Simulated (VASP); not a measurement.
A run of VASP 6.6.1:

Contents of INCAR:

```
SYSTEM = MgO
PREC = Accurate
ENCUT = 520
EDIFF = 1E-6
ISMEAR = 0
SIGMA = 0.01
LREAL = .FALSE.
LASPH = .TRUE.
NELM = 100
ALGO = Normal
ISIF = 2
LWAVE = .FALSE.
LCHARG = .FALSE.
GGA = PE
NBANDS = 11
```

Contents of KPOINTS:

```
Automatic mesh
0
G
  8 8 8
  0 0 0
```

File POSCAR:

```
MgO
1.0
    0.0000000000      2.2827463033      2.2827463033
    2.2827463033      0.0000000000      2.2827463033
    2.2827463033      2.2827463033      0.0000000000
Mg O
1 1
Direct
    0.0000000000      0.0000000000      0.0000000000
    0.2500000000      0.2500000000      0.2500000000
```

Potentials or basis: VASP PAW PBE potentials, release 64 (Mg, O).

The run is started by

```sh
$ cat potpaw_PBE.64/Mg/POTCAR potpaw_PBE.64/O/POTCAR > POTCAR
$ mpirun -np 1 vasp_std > vasp.out
```

Hardware: 1 thread of Intel(R) Xeon(R) 6975P-C (Granite Rapids) (shared host).

Problem. Estimate the wall time of this run.

Solution. It took 3.2 s on 1 thread of Intel(R) Xeon(R) 6975P-C (Granite Rapids) (shared host), peak memory 0.13 GiB. Counts: scf iterations 12, k points 29.
